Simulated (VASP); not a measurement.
# SnO (Cmc2_1) in VASP: further runs, part 2 of 2

VASP 6.6.1. Earlier steps stand in the parts before.

## (3) Single point, r2SCAN

POSCAR reads:

```
SnO
1.0
    2.4712613500      2.8271229900      0.0000000000
    2.4712613500     -2.8271229900      0.0000000000
    0.0000000000      0.0000000000    -10.9921705000
Sn O
4 4
Direct
    0.0000000000      0.0000000000      0.0000000000
    0.0000000000      0.0000000000      0.5000000000
    0.4410000000      0.5590000000      0.7460000000
    0.5590000000      0.4410000000      0.2460000000
    0.4300000000      0.9300000000      0.6200000000
    0.5700000000      0.0700000000      0.1200000000
    0.0700000000      0.5700000000      0.6200000000
    0.9300000000      0.4300000000      0.1200000000
```

INCAR.step1 reads:

```
SYSTEM = SnO
PREC = Accurate
ENCUT = 520
ISMEAR = -1
SIGMA = 0.1
LREAL = .False.
LASPH = .True.
NELM = 100
NBANDS = 50
GGA = PE
ALGO = Normal
EDIFF = 1E-4
LWAVE = .True.
LCHARG = .False.
```

INCAR.step2 reads:

```
SYSTEM = SnO
PREC = Accurate
ENCUT = 520
EDIFF = 1E-7
ISMEAR = -1
SIGMA = 0.1
LREAL = .False.
LASPH = .True.
NELM = 100
ALGO = Normal
ISIF = 2
LWAVE = .False.
LCHARG = .True.
METAGGA = R2SCAN
LMIXTAU = .True.
LELF = .True.
LVHAR = .True.
NBANDS = 50
ISTART = 1
```

KPOINTS reads:

```
Automatic mesh
0
Gamma
  5 5 2
  0 0 0
```

Potentials or basis: VASP PAW PBE potentials, release 64 (Sn_d, O).

Started as:

```bash
$ cat potpaw_PBE.64/Sn_d/POTCAR potpaw_PBE.64/O/POTCAR > POTCAR
$ cp INCAR.step1 INCAR
$ mpirun -np 1 vasp_std > vasp.out
$ cp INCAR.step2 INCAR
$ mpirun -np 1 vasp_std > vasp.out
```

OUTCAR:

```text
SYSTEM = SnO
   PREC = Accurate
   ENCUT = 520
   EDIFF = 1E-7
   ISMEAR = -1
   LREAL = .False.
   LASPH = .True.
   NELM = 100
   ISIF = 2
   METAGGA = R2SCAN
   ISTART = 1

 ion  position               nearest neighbor table
   1  0.000  0.000  0.000-   6 2.13   8 2.13   6 2.50   8 2.50   4 3.68   4 3.68   4 3.68   3 3.74
                             3 3.74   3 3.74
   2  0.000  0.000  0.500-   5 2.13   7 2.13   7 2.50   5 2.50   3 3.68   3 3.68   3 3.68   4 3.74
                             4 3.74   4 3.74
   3  0.441  0.559  0.746-   5 1.97   7 1.97   7 2.73   5 2.73   2 3.68   2 3.68   2 3.68   1 3.74
                             1 3.74   1 3.74
   4  0.559  0.441  0.246-   6 1.97   8 1.97   6 2.73   8 2.73   1 3.68   1 3.68   1 3.68   2 3.74
                             2 3.74   2 3.74
   5  0.430  0.930  0.620-   7 1.78   3 1.97   2 2.13   2 2.50   3 2.73
   6  0.570  0.070  0.120-   8 1.78   4 1.97   1 2.13   1 2.50   4 2.73
   7  0.070  0.570  0.620-   5 1.78   3 1.97   2 2.13   2 2.50   3 2.73
   8  0.930  0.430  0.120-   6 1.78   4 1.97   1 2.13   1 2.50   4 2.73

  LATTYP: Found a base centered orthorhombic cell.
 ALAT       =     4.9425227000
 B/A-ratio  =     1.1440000023
 C/A-ratio  =     2.2240000031

  Lattice vectors:

 A1 = (   2.4712613500,   2.8271229900,   0.0000000000)
 A2 = (   2.4712613500,  -2.8271229900,   0.0000000000)
 A3 = (   0.0000000000,   0.0000000000, -10.9921705000)

Analysis of symmetry for initial positions (statically):
=====================================================================
 Subroutine PRICEL returns:
 Original cell was already a primitive cell.

 Routine SETGRP: Setting up the symmetry group for a
 base centered orthorhombic supercell.

 Subroutine GETGRP returns: Found  4 space group operations
 (whereof  2 operations were pure point group operations)
 out of a pool of  8 trial point group operations.

The static configuration has the point symmetry C_1h.
[... 143 lines left out ...]
  Thomas-Fermi vector in A             =   2.447242
   LORBIT       =      0    0 simple, 1 ext, 2 COOP (PROOUT), +10 PAW based schemes
   METAGGA = R2SCAN    functional components
   LHFCALC =     F    Hartree Fock is set to
   AEXX    =    0.0000 exact exchange contribution
   IVDW    =     0    specifies the selected vdW correction
   LEPSILON=     F    determine dielectric tensor
   LRPA    =     F    only Hartree local field effects (RPA)
 non-spin polarized calculation
  energy-cutoff  :      520.00
  volume of cell :      153.59
 maximum number of plane-waves:      4166
   NGX = 13   NGY = 13   NGZ = 41

 number of electron      79.9999996 magnetization

 Free energy of the ion-electron system (eV)
  ---------------------------------------------------
  ext. energy  EPLUGINS =         0.00000000
  ---------------------------------------------------
  free energy    TOTEN  =      -125.24510647 eV

  energy without entropy =     -125.17357130  energy(sigma->0) =     -125.20933889

 E-fermi :   6.6645     XC(G=0): -10.4319

 val. band max:        6.6059081307   @ k =   0.4000   0.4000   0.0000
 cond. band min:       6.7445119052   @ k =   0.4000   0.4000   0.0000
 fundamental gap:      0.1386037745
 Fermi energy:         6.6644507968

 k-point     1 :       0.0000    0.0000    0.0000
  band No.  band energies     occupation
      1     -17.3020      2.00000
      2     -17.3007      2.00000
      3     -16.6035      2.00000
      4     -16.5970      2.00000
      5     -16.3169      2.00000
      6     -16.3101      2.00000
[... 943 lines left out ...]
     49      10.8630      0.00000
     50      10.8630      0.00000

------------------------ aborting loop because EDIFF is reached ----------------------------------------

  FORCE on cell =-STRESS in cart. coord.  units (eV):
  Direction    XX          YY          ZZ          XY          YZ          ZX
  --------------------------------------------------------------------------------------
  -------------------------------------------------------------------------------------
  Total       34.5163806     -0.6786360     -1.1011590      0.0000000      0.0000000      0.0000000
  in kB      360.0468371     -7.0789795    -11.4863955      0.0000000      0.0000000      0.0000000
  external PRESSURE =     113.8271540 kB  Pullay stress =       0.0000000 kB

 VOLUME and BASIS-vectors are now :
 -----------------------------------------------------------------------------
  energy-cutoff  :      520.00
  volume of cell :      153.59
      direct lattice vectors                 reciprocal lattice vectors
     2.471261350  2.827122990  0.000000000     0.202325828  0.176858241  0.000000000
     2.471261350 -2.827122990  0.000000000     0.202325828 -0.176858241  0.000000000
     0.000000000  0.000000000-10.992170500     0.000000000  0.000000000 -0.090973844

 POSITION                                       TOTAL-FORCE (eV/Angst)
 -----------------------------------------------------------------------------------
      0.00000      0.00000      0.00000         0.000000      0.976577     -1.283920
      0.00000      0.00000     -5.49609         0.000000     -0.976577     -1.283920
      2.47126     -0.33360     -8.20016         0.000000      2.443546     -1.210085
      2.47126      0.33360     -2.70407         0.000000     -2.443546     -1.210085
      3.36092     -1.41356     -6.81515        10.222465     -0.670819      1.247003
      1.58161      1.41356     -1.31906       -10.222465      0.670819      1.247003
      1.58161     -1.41356     -6.81515       -10.222465     -0.670819      1.247003
      3.36092      1.41356     -1.31906        10.222465      0.670819      1.247003
 -----------------------------------------------------------------------------------
    total drift:                                0.000000     -0.000000     -0.004868

  FREE ENERGIE OF THE ION-ELECTRON SYSTEM (eV)
  ---------------------------------------------------
  free  energy   TOTEN  =      -125.2451064721 eV

  energy  without entropy=     -125.1735712994  energy(sigma->0) =     -125.20933889
```

Wall time 3.7 min (1 thread of Intel Xeon 6975P-C (Granite Rapids), shared host); peak memory 0.32 GiB.

What came out:

```yaml
Free_energy: -125.2451 eV
Pressure: 11.4 GPa
Largest_force: 10.320 eV/Å
Band_gap_on_the_k_mesh: zero (filled and empty bands touch)
```

Forces on the atoms (eV/Å):
```
Sn    0.000   0.977  -1.284
Sn    0.000  -0.977  -1.284
Sn    0.000   2.444  -1.210
Sn    0.000  -2.444  -1.210
O    10.222  -0.671   1.247
O   -10.222   0.671   1.247
O   -10.222  -0.671   1.247
O    10.222   0.671   1.247
```

Stress tensor (GPa, compression positive):
```
36.00  0.00  0.00
 0.00 -0.71  0.00
 0.00  0.00 -1.15
```

Caveat: the cell stands under pressure; semilocal functionals underestimate gaps, so a narrow gap can read as zero; the PAW data sets were made with another functional, which shifts forces and pressure a little; spin-orbit coupling is left out, which moves the levels of the heavy elements.

## (4) Single point, r2SCAN

POSCAR is that of step 3.

INCAR.step1 reads:

```
ALGO = Normal ; EDIFF = 1E-4
ENCUT = 520 ; GGA = PE
ISMEAR = -1 ; ISYM = 0
LASPH = T ; LCHARG = F
LREAL = F ; LWAVE = T
NBANDS = 50 ; NELM = 80
PREC = Accurate ; SIGMA = 0.1
```

INCAR.step2 reads:

```
ALGO = Normal ; EDIFF = 1E-6
ENCUT = 520 ; ISIF = 2
ISMEAR = -1 ; ISTART = 1
ISYM = 0 ; LASPH = T
LCHARG = F ; LMIXTAU = T
LREAL = F ; LWAVE = F
METAGGA = R2SCAN ; NBANDS = 50
NELM = 80 ; PREC = Accurate
SIGMA = 0.1
```

KPOINTS reads:

```
k-points
0
Gamma
  5 5 2
```

Potentials or basis: VASP PAW PBE potentials, release 64 (Sn_d, O).

Started as:

```bash
$ cat potpaw_PBE.64/Sn_d/POTCAR potpaw_PBE.64/O/POTCAR > POTCAR
$ cp INCAR.step1 INCAR
$ mpirun -np 1 vasp_std > vasp.out
$ cp INCAR.step2 INCAR
$ mpirun -np 1 vasp_std > vasp.out
```

OUTCAR:

```text
EDIFF = 1E-6
   ENCUT = 520
   ISIF = 2
   ISMEAR = -1
   ISTART = 1
   ISYM = 0
   LASPH = T
   LREAL = F
   METAGGA = R2SCAN
   NELM = 80
   PREC = Accurate

 ion  position               nearest neighbor table
   1  0.000  0.000  0.000-   6 2.13   8 2.13   6 2.50   8 2.50   4 3.68   4 3.68   4 3.68   3 3.74
                             3 3.74   3 3.74
   2  0.000  0.000  0.500-   5 2.13   7 2.13   7 2.50   5 2.50   3 3.68   3 3.68   3 3.68   4 3.74
                             4 3.74   4 3.74
   3  0.441  0.559  0.746-   5 1.97   7 1.97   7 2.73   5 2.73   2 3.68   2 3.68   2 3.68   1 3.74
                             1 3.74   1 3.74
[... 1450 lines left out ...]
  Total       34.5148965     -0.6822909     -1.1043052      0.0000005     -0.0003102     -0.0000026
  in kB      360.0313565     -7.1171043    -11.5192149      0.0000054     -0.0032356     -0.0000272
  external PRESSURE =     113.7983458 kB  Pullay stress =       0.0000000 kB

 VOLUME and BASIS-vectors are now :
 -----------------------------------------------------------------------------
  energy-cutoff  :      520.00
  volume of cell :      153.59
      direct lattice vectors                 reciprocal lattice vectors
     2.471261350  2.827122990  0.000000000     0.202325828  0.176858241  0.000000000
     2.471261350 -2.827122990  0.000000000     0.202325828 -0.176858241  0.000000000
     0.000000000  0.000000000-10.992170500     0.000000000  0.000000000 -0.090973844

 POSITION                                       TOTAL-FORCE (eV/Angst)
 -----------------------------------------------------------------------------------
      0.00000      0.00000      0.00000         0.000001      0.976488     -1.284111
      0.00000      0.00000     -5.49609        -0.000001     -0.976511     -1.284275
      2.47126     -0.33360     -8.20016        -0.000000      2.443494     -1.209754
      2.47126      0.33360     -2.70407         0.000003     -2.443456     -1.209913
      3.36092     -1.41356     -6.81515        10.223041     -0.670889      1.247024
      1.58161      1.41356     -1.31906       -10.223247      0.670884      1.247005
      1.58161     -1.41356     -6.81515       -10.223039     -0.670890      1.247023
      3.36092      1.41356     -1.31906        10.223243      0.670880      1.247002
 -----------------------------------------------------------------------------------
    total drift:                                0.000001      0.000002     -0.004986

  FREE ENERGIE OF THE ION-ELECTRON SYSTEM (eV)
  ---------------------------------------------------
  free  energy   TOTEN  =      -125.2451064634 eV

  energy  without entropy=     -125.1735830170  energy(sigma->0) =     -125.20934474
```

OUTCAR.step1:

```text
EDIFF = 1E-4
   ENCUT = 520
   GGA = PE
   ISMEAR = -1
   ISYM = 0
[... 1481 lines left out ...]
      3.36092     -1.41356     -6.81515         9.473376     -0.703892      1.259704
      1.58161      1.41356     -1.31906        -9.475239      0.704086      1.259706
      1.58161     -1.41356     -6.81515        -9.473458     -0.703907      1.259726
      3.36092      1.41356     -1.31906         9.475315      0.704098      1.259719
 -----------------------------------------------------------------------------------
    total drift:                               -0.000024      0.000291     -0.004825

  FREE ENERGIE OF THE ION-ELECTRON SYSTEM (eV)
  ---------------------------------------------------
  free  energy   TOTEN  =       -37.4567005092 eV

  energy  without entropy=      -37.3731030757  energy(sigma->0) =      -37.41490179
```

It took 5.6 min on 1 thread of Intel Xeon 6975P-C (Granite Rapids), shared host; peak memory 0.34 GiB.

Results:

```yaml
Free_energy: -125.2451 eV
Pressure: 11.4 GPa
Largest_force: 10.321 eV/Å
Band_gap_on_the_k_mesh: zero (filled and empty bands touch)
```

Forces in eV/Å, atoms in the order of the input:
```
Sn    0.000   0.976  -1.284
Sn    0.000  -0.977  -1.284
Sn    0.000   2.443  -1.210
Sn    0.000  -2.443  -1.210
O    10.223  -0.671   1.247
O   -10.223   0.671   1.247
O   -10.223  -0.671   1.247
O    10.223   0.671   1.247
```

Stress tensor (GPa, compression positive):
```
36.00  0.00  0.00
 0.00 -0.71  0.00
 0.00  0.00 -1.15
```

Caveat: the cell stands under pressure; semilocal functionals underestimate gaps, so a narrow gap can read as zero; the PAW data sets were made with another functional, which shifts forces and pressure a little; spin-orbit coupling is left out, which moves the levels of the heavy elements.
